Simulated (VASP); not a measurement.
**TiO: single point with PBEsol**

The system is TiO.

```
Ti O
1.0
     4.98909    0.00000    0.00000
    -2.49454    4.32068    0.00000
     0.00000    0.00000    2.87331
Ti O
3 3
Direct
  0.66667 0.33333 0.50000
  0.33333 0.66667 0.50000
  0.00000 0.00000 0.00000
  0.60556 0.60556 0.00000
  0.39444 0.00000 0.00000
  0.00000 0.39444 0.00000
```

| Quantity | Value |
| --- | --- |
| Program | VASP 6.6.1 |
| Task | single point |
| Functional | PBEsol |
| Potentials or basis | VASP PAW PBE potentials, release 64 (Ti_sv, O) |
| Cutoff | 520 eV |
| k mesh | 12 × 12 × 12 |
| Occupations | gaussian, width 0.02 eV |
| Spin | no spin polarisation |

| Quantity | Value |
| --- | --- |
| Pressure | -5.0 GPa |
| Largest force | 0.017 eV/Å |
| Band gap on the k mesh | zero (bands 27 and 28 overlap by 1.41 eV) |

Forces in eV/Å, atoms in the order of the input:
```
Ti   0.000  0.000  0.000
Ti   0.000  0.000  0.000
Ti   0.000  0.000  0.000
O    0.008  0.014  0.000
O   -0.017  0.000  0.000
O    0.008 -0.014  0.000
```

Stress tensor (GPa, compression positive):
```
-4.37  0.00  0.00
 0.00 -4.37  0.00
 0.00  0.00 -6.38
```

Levels at points of the mesh, in eV from the Fermi level:
| k point | band 25 | band 26 | band 27 | band 28 | band 29 | band 30 |
| --- | --- | --- | --- | --- | --- | --- |
| (0.00, 0.00, 0.00) | -3.43 | -0.85 | -0.85 | -0.85 | 0.27 | 0.27 |
| (0.50, 0.00, 0.00) | -2.51 | -2.09 | -1.80 | 0.33 | 0.87 | 1.08 |
| (0.00, 0.00, 0.50) | -1.98 | -1.98 | 0.57 | 0.99 | 0.99 | 1.15 |
| (0.50, 0.00, 0.50) | -2.03 | -1.45 | -0.55 | 0.47 | 0.61 | 1.55 |

Run time: 2.4 min on 1 thread of Intel(R) Xeon(R) 6975P-C (Granite Rapids), with other jobs on the host, peak memory 0.34 GiB.

Caveat: the cell stands under tension; the PAW data sets were made with another functional, which shifts forces and pressure a little; semilocal functionals often make such compounds metallic where correlation or magnetic order opens a gap, which also shifts bond lengths.
